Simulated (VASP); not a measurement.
## Ti3As4: relaxation of cell and atoms with PBE

Crystal: Ti3As4.

```
Ti As
1.0
     5.27901    0.00000    0.00000
     0.00000    5.27901    0.00000
     0.00000    0.00000    5.27901
Ti As
3 4
Direct
  0.00000 0.00000 0.50000
  0.50000 0.00000 0.00000
  0.00000 0.50000 0.00000
  0.72069 0.72069 0.72069
  0.27931 0.27931 0.72069
  0.27931 0.72069 0.27931
  0.72069 0.27931 0.27931
```

The cell was generated, and may not be a known phase.

```
Program                : VASP 6.6.1
Task                   : relaxation of cell and atoms
Functional             : PBE
Potentials or basis    : VASP PAW PBE potentials, release 64 (Ti_sv, As)
Cutoff                 : 600 eV
k mesh                 : 4 × 4 × 4
Occupations            : gaussian, width 0.1 eV
Spin                   : no spin polarisation
Dipole correction      : no
Further INCAR settings : ALGO = Normal; EDIFF = 1e-06; IBRION = 2; EDIFFG = -0.04; NSW = 90; ISIF = 3
```

```
Relaxed volume                        : 25.22 Å³/atom
Relaxed cell                          : a = 5.610 Å, b = 5.610 Å, c = 5.610 Å, α = 90.00°, β = 90.00°, γ = 90.00°
Space group after relaxing (to 0.1 Å) : P-43m (No. 215)
Energy gained by relaxing             : 107.3 meV/atom
Ionic steps                           : 7
Pressure after relaxing               : 0.0 GPa
Largest force after relaxing          : 0.028 eV/Å
Band gap on the k mesh                : 0.68 eV (least direct gap 0.77 eV)
```

Forces on the atoms (eV/Å):
```
Ti   0.000  0.000  0.000
Ti   0.000  0.000  0.000
Ti   0.000  0.000  0.000
As  -0.016 -0.016 -0.016
As   0.016  0.016 -0.016
As   0.016 -0.016  0.016
As  -0.016  0.016  0.016
```

The path:
```csv
step,energy change (eV),largest force (eV/Å),pressure (GPa),volume (Å³)
1,0.0000,0.6831,11.82,147.11
2,-0.2865,1.0050,-5.71,182.66
3,-0.6457,0.3884,0.14,165.97
4,-0.6456,0.3708,0.32,165.58
5,-0.6699,0.3158,0.31,166.65
6,-0.7216,0.1724,0.17,169.91
7,-0.7508,0.0277,0.05,176.55
```

Final structure:
```
Ti As
1.0
     5.60990    0.00000    0.00000
     0.00000    5.60990    0.00000
     0.00000    0.00000    5.60990
Ti As
3 4
Direct
  0.00000 0.00000 0.50000
  0.50000 0.00000 0.00000
  0.00000 0.50000 0.00000
  0.73556 0.73556 0.73556
  0.26444 0.26444 0.73556
  0.26444 0.73556 0.26444
  0.73556 0.26444 0.26444
```

Levels at points of the mesh, in eV from the valence-band top:
```csv
k point,band 25,band 26,band 27,band 28,band 29,band 30,band 31,band 32
"(0.00, 0.00, 0.00)",-0.60,-0.12,-0.12,-0.12,1.15,1.15,1.15,1.36
"(0.50, 0.00, 0.00)",-0.78,-0.78,-0.24,-0.24,0.71,1.06,1.06,1.12
"(0.50, 0.50, 0.00)",-1.00,-0.71,-0.12,-0.12,0.98,1.27,1.27,1.70
"(0.50, 0.50, 0.50)",-0.99,-0.28,-0.28,-0.28,1.47,1.47,1.47,1.57
```

It took 6.8 min on 1 thread of Intel(R) Xeon(R) Platinum 8488C (Sapphire Rapids), on a shared host, peak memory 0.28 GiB.

Caveat: the volume moved by over 15 % at a fixed basis, so the end points are rough. A k mesh can miss the band edges.
